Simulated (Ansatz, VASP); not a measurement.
One calculation of C4N, two programs

Contents of INCAR:

```
PREC = Accurate ; ENCUT = 600
EDIFF = 1E-6 ; ISMEAR = 0
SIGMA = 0.1 ; LREAL = F
LASPH = T ; NELM = 100
ALGO = Normal ; ISIF = 3
LWAVE = F ; LCHARG = F
GGA = PE ; IVDW = 12
IBRION = 2 ; NSW = 90
EDIFFG = -0.04
```

KPOINTS

```
regular mesh
0
Gamma
  6 6 6
```

POSCAR

```
C4N
1.0
   -2.4513989900      2.4513989900      2.4513989900
    2.4513989900     -2.4513989900      2.4513989900
    2.4513989900      2.4513989900     -2.4513989900
C N
4 1
Direct
    0.0000000000      0.0000000000      0.5000000000
    0.5000000000      0.0000000000      0.0000000000
    0.5000000000      0.5000000000      0.5000000000
    0.0000000000      0.5000000000      0.0000000000
    0.0000000000      0.0000000000      0.0000000000
```

Input for Ansatz:

```yaml
crystal:
  lattice:
    - [-2.45139899, 2.45139899, 2.45139899]
    - [2.45139899, -2.45139899, 2.45139899]
    - [2.45139899, 2.45139899, -2.45139899]
  atoms:
    - { symbol: C, position: [0.0, 0.0, 0.5] }
    - { symbol: C, position: [0.5, 0.0, 0.0] }
    - { symbol: C, position: [0.5, 0.5, 0.5] }
    - { symbol: C, position: [0.0, 0.5, 0.0] }
    - { symbol: "N", position: [0.0, 0.0, 0.0] }
basis:
  ecutwfc: 420
kpoints:
  mp_grid: { grid: [6, 6, 6] }
hamiltonian:
  xc: pbe
  dispersion: d3bj
scf:
  occupations: { method: gaussian, width: 0.1 }
  lower_state_search: "off"
output:
  forces: true
  stress: true
  eigenvalues: true
relax:
  adjacent_minimum: "off"
  f_tol: 0.04
  max_steps: 70
  cell: { stress_tol: 0.4 }
```

Change from the starting cell: species swapped into the NiHg4 type (Im-3m, No. 229).

Alike in both runs: task relaxation of cell and atoms; functional PBE; dispersion D3(BJ); k mesh 6 × 6 × 6; occupations gaussian, width 0.1 eV; no spin polarisation.

|  | VASP | Ansatz |
| --- | --- | --- |
| version | VASP 6.6.1 | Ansatz 0.2.0 |
| potentials or method | VASP PAW PBE potentials, release 64 (C, N), cutoff 600 eV | scalar-relativistic, plane waves, PAW |
| valence electrons in the cell | 21 | 21 |

|  | VASP | Ansatz | Ansatz less VASP |
| --- | --- | --- | --- |
| gap on the k mesh at the Fermi level, each at its own relaxed structure (eV) | none | none | - |
| relaxed volume (Å³/atom) | 7.64 | 7.64 | +0.001 |
| relaxed cell length with the largest relative difference (Å) | 3.674 | 3.674 | +0.0002 |

A gap of «none» marks a metal or a gap that the smearing closes. Ansatz's warnings: dispersion switch in reach, relaxed geometry near dispersion switch.

Noted on VASP's run: the volume moved by over 15 % at a fixed basis, so the end points are rough.
